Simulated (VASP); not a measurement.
Wanted: the native input for a VASP 6.6.1 run.

| Quantity | Value |
| --- | --- |
| Task | single point |
| Functional | PBE |
| Potentials or basis | VASP PAW PBE potentials, release 64 (Tm_3, B, Au), 4f in core |
| Cutoff | 500 eV |
| k mesh | 12 × 12 × 12 |
| Occupations | gaussian, width 0.1 eV |
| Spin | no spin polarisation |
| Dipole correction | no |
| Further INCAR settings | ALGO = Normal; EDIFF = 1e-06; NBANDS = 22 |

The structure of TmB3Au lies in POSCAR:

```
TmB3Au
1.0
    2.6583942492      1.5348246353      2.7127000883
   -2.6583942492      1.5348246353      2.7127000883
    0.0000000000     -3.0696492707      2.7127000883
Tm B Au
1 3 1
Direct
    0.0279804717      0.0279804717      0.0279804717
    0.8963657232      0.5852015600      0.5852015600
    0.5852015600      0.5852015600      0.8963657232
    0.5852015600      0.8963657232      0.5852015600
    0.4028260187      0.4028260187      0.4028260187
```

The cell was generated, and may not be a known phase.

The input as run:

INCAR

```
ALGO = Normal
EDIFF = 1E-6
ENCUT = 500
GGA = PE
GGA_COMPAT = False
ISIF = 2
ISMEAR = 0
LASPH = True
LCHARG = False
LMAXMIX = 6
LREAL = False
LWAVE = False
NBANDS = 22
NELM = 200
PREC = Accurate
SIGMA = 0.1
```

KPOINTS

```
k-points
0
Gamma
  12 12 12
```

Potentials or basis: VASP PAW PBE potentials, release 64 (Tm_3, B, Au), 4f in core.

Run with:

```console
$ cat potpaw_PBE.64/Tm_3/POTCAR potpaw_PBE.64/B/POTCAR potpaw_PBE.64/Au/POTCAR > POTCAR
$ mpirun -np 1 vasp_std > vasp.out
```

Results of the run:

```yaml
Pressure: 0.2 GPa
Largest_force: 0.023 eV/Å
Band_gap_on_the_k_mesh: zero (an odd number of electrons rules out a gap without spin polarisation)
```

Caveat: spin-orbit coupling is left out, which moves the levels of the heavy elements; the 4f electrons are frozen in the core, so they carry no moment and show no levels.

Wall time 120 s on 1 thread of Intel(R) Xeon(R) 6975P-C (Granite Rapids), on a shared host, peak memory 0.39 GiB.
